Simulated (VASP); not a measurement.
A run of VASP 6.6.1 is set up as follows.

The input POSCAR:

```
Be2C
1.0
    0.0000000000      2.1604856406      2.1604856406
    2.1604856406      0.0000000000      2.1604856406
    2.1604856406      2.1604856406      0.0000000000
C Be
1 2
Direct
    0.0000000000      0.0000000000      0.0000000000
    0.2500000000      0.2500000000      0.2500000000
    0.7500000000      0.7500000000      0.7500000000
```

The input INCAR.step1:

```
  PREC = Accurate
  ENCUT = 660
  ISMEAR = 0
  SIGMA = 0.01
  LREAL = False
  LASPH = True
  NELM = 120
  NBANDS = 11
  GGA = PE
  ALGO = Normal
  EDIFF = 1E-5
  LWAVE = True
  LCHARG = False
  GGA_COMPAT = False
```

The input INCAR.step2:

```
  PREC = Accurate
  ENCUT = 660
  EDIFF = 1E-6
  ISMEAR = 0
  SIGMA = 0.01
  LREAL = False
  LASPH = True
  NELM = 120
  ALGO = Normal
  ISIF = 2
  LWAVE = False
  LCHARG = False
  METAGGA = R2SCAN
  LMIXTAU = True
  NBANDS = 11
  ISTART = 1
  GGA_COMPAT = False
```

KPOINTS

```
Automatic mesh
0
Gamma
  6 6 6
```

Potentials or basis: VASP PAW PBE potentials, release 64 (C, Be).

Run with:

```bash
$ cat potpaw_PBE.64/C/POTCAR potpaw_PBE.64/Be/POTCAR > POTCAR
$ cp INCAR.step1 INCAR
$ mpirun -np 1 vasp_std > vasp.out
$ cp INCAR.step2 INCAR
$ mpirun -np 1 vasp_std > vasp.out
```

Question: Estimate the band gap on the k mesh.

Answer: 1.52 eV (least direct gap 4.63 eV).

Question: Predict the pressure.

Answer: 0.8 GPa.

Caveat: the PAW data sets were made with another functional, which shifts forces and pressure a little. A k mesh can miss the band edges.
